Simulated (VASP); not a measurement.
A run of VASP 6.6.1 is set up as follows.

Contents of INCAR:

```
PREC     = Accurate       # precision mode
ENCUT    = 520            # plane-wave cutoff, eV
EDIFF    = 1E-6           # SCF threshold, eV
ISMEAR   = -1             # smearing method
SIGMA    = 0.05           # smearing width, eV
LREAL    = False          # projectors in reciprocal space
LASPH    = True           # aspherical terms in the spheres
NELM     = 100            # most SCF steps
ALGO     = Normal         # electronic algorithm
ISIF     = 2              # what is computed and relaxed
LWAVE    = False          # write WAVECAR
LCHARG   = True           # write CHGCAR
GGA      = PS             # functional
LELF     = True           # ELF
LVHAR    = True         
NBANDS   = 30             # bands
```

Contents of KPOINTS:

```
Automatic mesh
0
Gamma
  5 5 5
```

Contents of POSCAR:

```
CsPbBr3
1.0
    5.8700000000      0.0000000000      0.0000000000
    0.0000000000      5.8700000000      0.0000000000
    0.0000000000      0.0000000000      5.8700000000
Pb Cs Br
1 1 3
Direct
    0.5000000000      0.5000000000      0.5000000000
    0.0000000000      0.0000000000      0.0000000000
    0.5000000000      0.5000000000      0.0000000000
    0.5000000000      0.0000000000      0.5000000000
    0.0000000000      0.5000000000      0.5000000000
```

Potentials or basis: VASP PAW PBE potentials, release 64 (Pb_d, Cs_sv, Br).

Command:

```console
$ cat potpaw_PBE.64/Pb_d/POTCAR potpaw_PBE.64/Cs_sv/POTCAR potpaw_PBE.64/Br/POTCAR > POTCAR
$ mpirun -np 1 vasp_std > vasp.out
```

(1) What does it give for the band gap on the k mesh?

(2) Estimate the pressure.

## Answers

(1) 2.58 eV, direct.

(2) 0.0 GPa.

Caveat: the PAW data sets were made with another functional, which shifts forces and pressure a little; spin-orbit coupling is left out, which moves the levels of the heavy elements.
